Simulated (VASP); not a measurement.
Runs of VASP 6.6.1 on PbSe. The structure is that of space group Pm-3m (No. 221), or close to it. The cells are those of the table. 

| task | level | cell | k mesh | cutoff (eV) | gap on the mesh (eV) | pressure (GPa) | relaxed volume (Å³/atom) |
| --- | --- | --- | --- | --- | --- | --- | --- |
| single point | PBE | a = 3.768 Å, 2 atoms | 8 × 8 × 8 | 520 | none | 0.4 | - |
| single point | r2SCAN | a = 3.768 Å, 2 atoms | 6 × 6 × 6 | 520 | none | 0.0 | - |
| single point | PBE | a = 3.780 Å, 2 atoms | 6 × 6 × 6 | 520 | none | 0.0 | - |
| relaxation of cell and atoms | r2SCAN | relaxed from a = 3.780 Å, 2 atoms | 6 × 6 × 6 | 600 | none | 0.0 | (a) |
| single point | r2SCAN | a = 3.768 Å, 2 atoms | 8 × 8 × 8 | 520 | none | -0.3 | - |
| relaxation of cell and atoms | PBE | relaxed from a = 3.445 Å, 2 atoms | 6 × 6 × 6 | 600 | none | 0.0 | 27.01 |

Alike in all rows: potentials or basis VASP PAW PBE potentials, release 64 (Pb_d, Se); no spin polarisation; smearing fermi-dirac 0.02 eV.

Fill in the values left out.

(a) 26.77.

Caveats: spin-orbit coupling is left out, which moves the levels of the heavy elements; the PAW data sets were made with another functional, which shifts forces and pressure a little (some runs); the volume moved by over 15 % at a fixed basis, so the end points are rough (some runs).

A k mesh can miss the band edges, and the runs leave out spin-orbit coupling on Pb, Se.

A gap of «none» marks levels without a gap at the run's occupations.
